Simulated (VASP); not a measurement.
CsBr:

```
Cs Br
1.0
     4.32562    0.00000    0.00000
     0.00000    4.32562    0.00000
     0.00000    0.00000    4.32562
Cs Br
1 1
Direct
  0.00000 0.00000 0.00000
  0.50000 0.50000 0.50000
```

```yaml
Program: VASP 6.6.1
Task: relaxation of cell and atoms
Functional: PBE
Potentials_or_basis: VASP PAW PBE potentials, release 64 (Cs_sv, Br)
Cutoff: 500 eV
k_mesh: 6 × 6 × 6
Occupations: fermi-dirac, width 0.02 eV
Spin: no spin polarisation
```

At the start: pressure 0.6 GPa; volume 40.47 Å³/atom.

Task: Where does the relaxation end?

Result: Over 4 steps the energy falls by 3.7 meV/atom and the volume is 42.40 Å³/atom (+4.8 %); space group Pm-3m (No. 221, to 0.1 Å) before and after.

Step by step:
```
step  energy change (eV)  largest force (eV/Å)  pressure (GPa)  volume (Å³)
   1              0.0000                0.0000            0.65        80.94
   2             -0.0056                0.0000            0.30        82.86
   3             -0.0074                0.0000           -0.04        85.05
   4             -0.0074                0.0000            0.00        84.81
```

Final structure:
```xyz
2
Lattice="4.3935 0.0000 0.0000 0.0000 4.3935 0.0000 0.0000 0.0000 4.3935" Properties=species:S:1:pos:R:3 pbc="T T T"
Cs    0.0000    0.0000    0.0000
Br    2.1967    2.1967    2.1967
```
